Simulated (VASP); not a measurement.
Set up this calculation in VASP 6.6.1, as the native input.

| Property | Result |
| --- | --- |
| Task | single point |
| Functional | PBEsol |
| Potentials or basis | VASP PAW PBE potentials, release 64 (W_sv, S) |
| Cutoff | 520 eV |
| k mesh | 12 × 12 × 2 |
| Occupations | gaussian, width 0.05 eV |
| Spin | no spin polarisation |
| Dipole correction | no |
| Further INCAR settings | ALGO = Normal; EDIFF = 1e-06; NBANDS = 20 |

The structure of WS2 lies in POSCAR:

```
WS2
1.0
    3.0671318192      0.0000000000      0.0000000000
   -1.5335659096      2.6562140722      0.0000000000
    0.0000000000      0.0000000000     16.9534210846
W S
1 2
Direct
    0.3333333333      0.6666666667      0.0000000000
    0.6666666667      0.3333333333      0.9075761491
    0.6666666667      0.3333333333      0.0924238509
```

This cell differs from its parent crystal: strain -0.025 along x and y, +0.000 along z.

These files were run (other wordings do the same):

INCAR

```
ALGO     = Normal         # electronic algorithm
EDIFF    = 1E-6           # SCF threshold, eV
ENCUT    = 520            # plane-wave cutoff, eV
GGA      = PS             # functional
ISIF     = 2              # what is computed and relaxed
ISMEAR   = 0              # smearing method
LASPH    = T              # aspherical terms in the spheres
LCHARG   = T              # write CHGCAR
LELF     = T              # ELF
LREAL    = F              # projectors in reciprocal space
LVHAR    = T            
LWAVE    = F              # write WAVECAR
NBANDS   = 20             # bands
NELM     = 60             # most SCF steps
PREC     = Accurate       # precision mode
SIGMA    = 0.05           # smearing width, eV
```

KPOINTS

```
k-points
0
Gamma
  12 12 2
```

Potentials or basis: VASP PAW PBE potentials, release 64 (W_sv, S).

Launch:

```bash
$ cat potpaw_PBE.64/W_sv/POTCAR potpaw_PBE.64/S/POTCAR > POTCAR
$ mpirun -np 1 vasp_std > vasp.out
```

Results of the run:

```json
{
 "Largest force": "0.665 eV/Å",
 "Band gap on the k mesh": "1.99 eV, indirect (least direct gap 2.26 eV)"
}
```

Caveat: the cell differs from its parent crystal (strain -0.025 along x and y, +0.000 along z); the PAW data sets were made with another functional, which shifts forces and pressure a little; spin-orbit coupling is left out, which moves the levels of the heavy elements.

Wall time 60 s on 1 thread of Intel(R) Xeon(R) 6975P-C (Granite Rapids), on a shared host, peak memory 0.29 GiB.
